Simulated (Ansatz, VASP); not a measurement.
**MgCd3Se4: VASP beside Ansatz**

```
Mg Cd Se
1.0
     6.14475    0.00000    0.00000
     0.00000    6.14475    0.00000
     0.00000    0.00000    6.14475
Mg Cd Se
1 3 4
Direct
  0.00000 0.00000 0.00000
  0.00000 0.50000 0.50000
  0.50000 0.00000 0.50000
  0.50000 0.50000 0.00000
  0.75531 0.75531 0.24469
  0.75531 0.24469 0.75531
  0.24469 0.75531 0.75531
  0.24469 0.24469 0.24469
```

Alike in both runs: functional PBE; k mesh 6 × 6 × 6; no spin polarisation.

Ansatz relaxed the structure, and its values are those at the end. VASP's run is a single point on that final structure, the one shown.

```csv
,VASP,Ansatz
version,VASP 6.6.1,Ansatz 0.2.0
potentials or method,"VASP PAW PBE potentials, release 64 (Mg, Cd, Se), cutoff 520 eV","scalar-relativistic, plane waves, PAW"
occupations,"gaussian, width 0.01 eV",fixed
valence electrons in the cell,62,134
```

```csv
,VASP,Ansatz,Ansatz less VASP
gap on the k mesh at the Fermi level (eV),0.98,0.99,+0.001
least direct gap on the mesh (eV),0.98,0.99,+0.001
pressure (GPa),0.2,0.0,-0.18
rms of the force components (eV/Å),0.013,0.000,-0.0129
```

VASP's potentials hold 62 valence electrons a cell and Ansatz's 134, so a difference there can come from the potentials and not from the codes.
